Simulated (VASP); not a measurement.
The system is Gd.

```
Gd
1.0
     3.63600    0.00000    0.00000
    -1.81800    3.14887    0.00000
     0.00000    0.00000    5.78260
Gd
2
Cartesian
  0.0000 2.0992 1.4457
  1.8180 1.0496 4.3369
```

* Program: VASP 6.6.1
* Task: relaxation of volume and atoms at fixed shape
* Functional: PBEsol
* Potentials or basis: VASP PAW PBE potentials, release 64 (Gd)
* Cutoff: 600 eV
* k mesh: 8 × 8 × 5
* Occupations: fermi-dirac, width 0.1 eV
* Spin: collinear spin, ferromagnetic start
* Starting moments: [7.0, 7.0] μB

At the start: pressure -1.5 GPa; volume 33.10 Å³/atom.

Task: Where does the relaxation end?

Result: Over 3 steps the energy falls by 8.5 meV/atom and the volume is 31.35 Å³/atom (-5.3 %); space group P6_3/mmc (No. 194, to 0.1 Å) before and after; moment 15.06 μB per cell.

Step by step:
```
step  energy change (eV)  largest force (eV/Å)  pressure (GPa)  volume (Å³)
   1              0.0000                0.0000           -1.53        66.21
   2             -0.0170                0.0000           -0.26        63.23
   3             -0.0171                0.0000            0.04        62.71
```

Final structure:
```cif
data_structure
_symmetry_space_group_name_H-M 'P 1'
_symmetry_Int_Tables_number 1
_cell_length_a 3.5708
_cell_length_b 3.5708
_cell_length_c 5.6789
_cell_angle_alpha 90.000
_cell_angle_beta 90.000
_cell_angle_gamma 120.000
_cell_volume 62.71
loop_
_atom_site_label
_atom_site_type_symbol
_atom_site_fract_x
_atom_site_fract_y
_atom_site_fract_z
_atom_site_occupancy
Gd1 Gd 0.33333 0.66667 0.25000 1
Gd2 Gd 0.66667 0.33333 0.75000 1
```

Caveat: the PAW data sets were made with another functional, which shifts forces and pressure a little; semilocal functionals describe open f shells poorly, which spoils levels, moments and volumes.
